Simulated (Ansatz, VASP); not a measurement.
# Two plane-wave programs on Ta3Cu

INCAR

```
  PREC = Accurate
  ENCUT = 600
  EDIFF = 1E-6
  ISMEAR = -1
  SIGMA = 0.05
  LREAL = False
  LASPH = True
  NELM = 80
  ALGO = Normal
  ISIF = 3
  LWAVE = False
  LCHARG = False
  GGA = RP
  IBRION = 2
  NSW = 60
  EDIFFG = -0.01
```

KPOINTS

```
regular mesh
0
Gamma
  7 7 7
```

File POSCAR:

```
Ta3Cu
1.0
   -2.0065070000      2.0065070000      4.2081700000
    2.0065070000     -2.0065070000      4.2081700000
    2.0065070000      2.0065070000     -4.2081700000
Ta Cu
3 1
Direct
    0.5000000000      0.5000000000      0.0000000000
    0.2500000000      0.7500000000      0.5000000000
    0.7500000000      0.2500000000      0.5000000000
    0.0000000000      0.0000000000      0.0000000000
```

input.yaml

```yaml
crystal:
  lattice:
    - [-2.006507, 2.006507, 4.20817]
    - [2.006507, -2.006507, 4.20817]
    - [2.006507, 2.006507, -4.20817]
  atoms:
    - { symbol: Ta, position: [0.5, 0.5, 0.0] }
    - { symbol: Ta, position: [0.25, 0.75, 0.5] }
    - { symbol: Ta, position: [0.75, 0.25, 0.5] }
    - { symbol: Cu, position: [0.0, 0.0, 0.0] }
hamiltonian:
  xc: rpbe
  pseudopotentials: { kind: paw }
kpoints:
  mp_grid: { grid: [7, 7, 7] }
scf:
  occupations: { method: fermi_dirac, width: 0.05 }
output:
  forces: true
  stress: true
  eigenvalues: true
relax:
  f_tol: 0.01
  max_steps: 40
  cell: { stress_tol: 0.05 }
```

Alike in both runs: task relaxation of cell and atoms; functional RPBE; k mesh 7 × 7 × 7; occupations fermi-dirac, width 0.05 eV; no spin polarisation.

|  | VASP | Ansatz |
| --- | --- | --- |
| version | VASP 6.6.1 | Ansatz 0.2.0 |
| potentials or method | VASP PAW PBE potentials, release 64 (Ta_pv, Cu) | Ansatz PAW |
| plane-wave cutoff (eV) | 600 | 420 |
| valence electrons in the cell | 44 | 58 |

Ansatz gave:

| Item | Value |
| --- | --- |
| gap on the k mesh at the Fermi level, each at its own relaxed structure (eV) | none |
| relaxed volume (Å³/atom) | 17.31 |
| relaxed cell length with the largest relative difference (Å) | 5.108 |

What did VASP give for the same quantities?

gap on the k mesh at the Fermi level, each at its own relaxed structure (eV): none; relaxed volume (Å³/atom): 17.34; relaxed cell length with the largest relative difference (Å): 5.106.

VASP's potentials were made for PBE, not for RPBE. A gap of «none» marks a metal or a gap that the smearing closes. VASP's potentials hold 44 valence electrons a cell and Ansatz's 58, so a difference there can come from the potentials and not from the codes.

Neither program's run includes spin-orbit coupling. Noted on Ansatz's run: the plane-wave basis is chosen anew once the cell has moved, so the energies of steps on either side of that aren't comparable.
